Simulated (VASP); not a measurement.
**Ca: single point with LDA**

Crystal: Ca.

```
Ca
1.0
     3.16721    0.00000    0.00000
    -1.58361    2.74289    0.00000
     0.00000    0.00000    5.30033
Ca
2
Cartesian
  0.0000 1.8286 1.3251
  1.5836 0.9143 3.9752
```

| Quantity | Value |
| --- | --- |
| Program | VASP 6.6.1 |
| Task | single point |
| Functional | LDA |
| Potentials or basis | VASP PAW LDA potentials, release 64 (Ca_sv) |
| Cutoff | 520 eV |
| k mesh | 14 × 14 × 8 |
| Occupations | fermi-dirac, width 0.08 eV |
| Spin | no spin polarisation |
| Dipole correction | no |
| Further INCAR settings | ALGO = Normal; EDIFF = 1e-06; NBANDS = 17 |

* Pressure: 20.0 GPa
* Band gap on the k mesh: zero (band 10 reaches 4.89 eV, above the bottom of band 11 at 4.28 eV)

Levels at points of the mesh, in eV from the Fermi level:
```tsv
k point	band 6	band 7	band 8	band 9	band 10	band 11	band 12	band 13	band 14	band 15
(0.00, 0.00, 0.00)	-21.13	-21.13	-21.13	-4.64	-1.31	1.21	2.82	3.03	3.03	3.60
(0.50, 0.00, 0.00)	-21.48	-21.34	-21.28	-0.92	-0.63	-0.40	0.86	2.19	2.95	3.02
(0.00, 0.00, 0.50)	-21.19	-21.19	-21.19	-3.02	-3.02	1.68	1.68	3.04	3.04	3.04
(0.50, 0.00, 0.50)	-21.38	-21.38	-21.38	-1.14	-1.14	0.78	0.78	2.47	2.47	4.30
```

Run time: 21 s on 1 thread of Intel(R) Xeon(R) 6975P-C (Granite Rapids) (shared host), peak memory 0.19 GiB.
